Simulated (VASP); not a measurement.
Here is a VASP 6.6.1 calculation.

Contents of POSCAR:

```
ZnF2
1.0
    4.7182600000      0.0000000000      0.0000000000
    0.0000000000      4.7182600000      0.0000000000
    0.0000000000      0.0000000000      3.1387200000
Zn F
2 4
Direct
    0.0000000000      0.0000000000      0.0000000000
    0.5000000000      0.5000000000      0.5000000000
    0.3037300000      0.3037300000      0.0000000000
    0.1962700000      0.8037300000      0.5000000000
    0.6962700000      0.6962700000      0.0000000000
    0.8037300000      0.1962700000      0.5000000000
```

The input INCAR.step1:

```
SYSTEM = ZnF2
PREC = Accurate
ENCUT = 520
EDIFF = 1E-5
ISMEAR = 0
SIGMA = 0.02
LREAL = .FALSE.
LASPH = .TRUE.
NELM = 80
ALGO = Normal
ISIF = 2
LWAVE = .TRUE.
LCHARG = .FALSE.
GGA = PE
```

INCAR.step2

```
SYSTEM = ZnF2
PREC = Accurate
ENCUT = 520
EDIFF = 1E-6
ISMEAR = 0
SIGMA = 0.02
LREAL = .FALSE.
LASPH = .TRUE.
NELM = 80
ALGO = Normal
ISIF = 2
LWAVE = .FALSE.
LCHARG = .FALSE.
GGA = PE
LHFCALC = .TRUE.
AEXX = 0.25
PRECFOCK = Fast
ISTART = 1
```

Contents of KPOINTS:

```
Automatic mesh
0
G
  4 4 6
  0 0 0
```

Potentials or basis: VASP PAW PBE potentials, release 64 (Zn, F).

The run is started by

```bash
$ cat potpaw_PBE.64/Zn/POTCAR potpaw_PBE.64/F/POTCAR > POTCAR
$ cp INCAR.step1 INCAR
$ mpirun -np 1 vasp_std > vasp.out
$ cp INCAR.step2 INCAR
$ mpirun -np 1 vasp_std > vasp.out
```

Problem. Estimate the pressure.

Solution. 1.8 GPa.

Problem. Predict the band gap on the k mesh.

Solution. 6.76 eV (least direct gap 6.78 eV).

Problem. Predict the largest force.

Solution. 0.016 eV/Å.

Forces in eV/Å, atoms in the order of the input:
```
Zn   0.000  0.000  0.000
Zn   0.000  0.000  0.000
F   -0.012 -0.012  0.000
F    0.012 -0.012  0.000
F    0.012  0.012  0.000
F   -0.012  0.012  0.000
```

Caveat: the PAW data sets were made with another functional, which shifts forces and pressure a little. A k mesh can miss the band edges.
